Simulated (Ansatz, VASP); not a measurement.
# In3As: VASP beside Ansatz

```
CELL_PARAMETERS angstrom
3.05310 1.76271 4.67673
-3.05310 1.76271 4.67673
0.00000 -3.52542 4.67673
ATOMIC_POSITIONS crystal
In 0.50000 0.50000 0.00000
In 0.00000 0.50000 0.50000
In 0.50000 0.00000 0.50000
As 0.50000 0.50000 0.50000
```

Alike in both runs: functional PBE; k mesh 6 × 6 × 6; occupations gaussian, width 0.1 eV; no spin polarisation.

Ansatz relaxed the structure, and its values are those at the end. VASP's run is a single point on that final structure, the one shown.

```csv
,VASP,Ansatz
version,VASP 6.6.1,Ansatz 0.2.0
potentials or method,"VASP PAW PBE potentials, release 64 (In_d, As), cutoff 520 eV","scalar-relativistic, plane waves, PAW"
valence electrons in the cell,44,54
```

|  | VASP | Ansatz | Ansatz less VASP |
| --- | --- | --- | --- |
| gap on the k mesh at the Fermi level (eV) | none | none | - |
| pressure (GPa) | 0.0 | 0.0 | 0.00 |

A gap of «none» marks a metal or a gap that the smearing closes. VASP's potentials hold 44 valence electrons a cell and Ansatz's 54, so a difference there can come from the potentials and not from the codes.
